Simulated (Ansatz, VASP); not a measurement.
**Gd: VASP beside Ansatz**

The input POSCAR:

```
Gd
1.0
    3.6360000000      0.0000000000      0.0000000000
   -1.8180000000      3.1488683682      0.0000000000
    0.0000000000      0.0000000000      5.7826000000
Gd
2
Direct
    0.6666666667      0.3333333333      0.7500000000
    0.3333333333      0.6666666667      0.2500000000
```

INCAR.step1

```
PREC = Accurate
ENCUT = 520
ISMEAR = -1
SIGMA = 0.05
LREAL = F
LASPH = T
NELM = 150
ISPIN = 2
MAGMOM = 7 7
LMAXMIX = 6
NBANDS = 29
GGA = PE
ALGO = Normal
EDIFF = 1E-4
LWAVE = T
LCHARG = F
```

Contents of INCAR.step2:

```
PREC = Accurate
ENCUT = 520
EDIFF = 1E-6
ISMEAR = -1
SIGMA = 0.05
LREAL = F
LASPH = T
NELM = 150
ALGO = Normal
ISIF = 2
LWAVE = F
LCHARG = F
ISPIN = 2
MAGMOM = 7 7
LORBIT = 11
LMAXMIX = 6
METAGGA = R2SCAN
LMIXTAU = T
NBANDS = 29
ISTART = 1
```

KPOINTS

```
regular mesh
0
Gamma
  8 8 5
```

Contents of input.yaml:

```yaml
crystal:
  lattice:
    - [3.636, 0.0, 0.0]
    - [-1.818, 3.1488683682, 0.0]
    - [0.0, 0.0, 5.7826]
  atoms:
    - { symbol: Gd, position: [0.6666666667, 0.3333333333, 0.75], spin: 7.0 }
    - { symbol: Gd, position: [0.3333333333, 0.6666666667, 0.25], spin: 7.0 }
hamiltonian:
  xc: r2scan
  pseudopotentials: { kind: paw }
magnetization:
  spin_polarized: true
kpoints:
  mp_grid: { grid: [8, 8, 5] }
scf:
  occupations: { method: fermi_dirac, width: 0.05 }
output:
  forces: true
  stress: true
  eigenvalues: true
```

Alike in both runs: task single point; functional r2SCAN; k mesh 8 × 8 × 5; occupations fermi-dirac, width 0.05 eV; collinear spin.

|  | VASP | Ansatz |
| --- | --- | --- |
| version | VASP 6.6.1 | Ansatz 0.2.0 |
| potentials or method | VASP PAW PBE potentials, release 64 (Gd) | Ansatz PAW |
| plane-wave cutoff (eV) | 520 | 500 |
| valence electrons in the cell | 36 | 36 |

|  | VASP | Ansatz | Ansatz less VASP |
| --- | --- | --- | --- |
| gap on the k mesh at the Fermi level (eV) | none | none | - |
| pressure (GPa) | 0.8 | 0.9 | +0.07 |
| traceless stress, the component that is largest in VASP (GPa) | 0.69 | 0.69 | +0.009 |
| net moment per atom (μB) | 7.93 | 7.94 | +0.003 |
| size of the moment on the site where the two differ most (μB) | 7.09 | 7.58 | +0.491 |

VASP's potentials were made for PBE, not for r2SCAN. Site moments also hang on the region over which each program counts them. A gap of «none» marks a metal or a gap that the smearing closes.

Spin-orbit coupling is off throughout. Noted on Ansatz's run: the magnetic or orbital state may not be the lowest.
